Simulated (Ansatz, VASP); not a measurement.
## Co2Si in VASP and in Ansatz

INCAR

```
SYSTEM = Co2Si
ALGO = Fast ; EDIFF = 1E-6
ENCUT = 520 ; GGA = PE
ISIF = 2 ; ISMEAR = 0
ISPIN = 2 ; LASPH = .TRUE.
LCHARG = .FALSE. ; LMAXMIX = 4
LORBIT = 11 ; LREAL = .FALSE.
LWAVE = .FALSE. ; MAGMOM = 3 3 0
NBANDS = 22 ; NELM = 150
PREC = Accurate ; SIGMA = 0.1
```

KPOINTS

```
k-points
0
G
  4 4 6
  0 0 0
```

The input POSCAR:

```
Co2Si
1.0
    2.4562611900     -2.9082432600      0.0000000000
    2.4562611900      2.9082432600      0.0000000000
    0.0000000000      0.0000000000      3.0489513400
Co Si
2 1
Direct
    0.0000000000      0.5000000000      0.5000000000
    0.5000000000      0.0000000000      0.5000000000
    0.5000000000      0.5000000000      0.5000000000
```

Input for Ansatz:

```yaml
crystal:
  lattice:
    - [2.45626119, -2.90824326, 0.0]
    - [2.45626119, 2.90824326, 0.0]
    - [0.0, 0.0, 3.04895134]
  atoms:
    - { symbol: Co, position: [0.0, 0.5, 0.5], spin: 3.0 }
    - { symbol: Co, position: [0.5, 0.0, 0.5], spin: 3.0 }
    - { symbol: Si, position: [0.5, 0.5, 0.5] }
basis:
  ecutwfc: 420
kpoints:
  mp_grid: { grid: [4, 4, 6] }
hamiltonian:
  xc: pbe
scf:
  occupations: { method: gaussian, width: 0.1 }
  lower_state_search: "off"
output:
  forces: true
  stress: true
  eigenvalues: true
  populations: true
magnetization:
  spin_polarized: true
```

Alike in both runs: task single point; functional PBE; k mesh 4 × 4 × 6; occupations gaussian, width 0.1 eV; collinear spin.

|  | VASP | Ansatz |
| --- | --- | --- |
| version | VASP 6.6.1 | Ansatz 0.2.0 |
| potentials or method | VASP PAW PBE potentials, release 64 (Co, Si), cutoff 520 eV | scalar-relativistic, plane waves, PAW |
| valence electrons in the cell | 22 | 38 |

|  | VASP | Ansatz | Ansatz less VASP |
| --- | --- | --- | --- |
| gap on the k mesh at the Fermi level (eV) | none | none | - |
| net moment per atom (μB) | 0.59 | 0.59 | +0.001 |
| size of the moment on the site where the two differ most (μB) | 0.93 | 0.87 | -0.053 |

Site moments also hang on the region over which each program counts them. A gap of «none» marks a metal or a gap that the smearing closes. VASP's potentials hold 22 valence electrons a cell and Ansatz's 38, so a difference there can come from the potentials and not from the codes.

The k mesh is coarse, so the values compare programs but aren't converged.
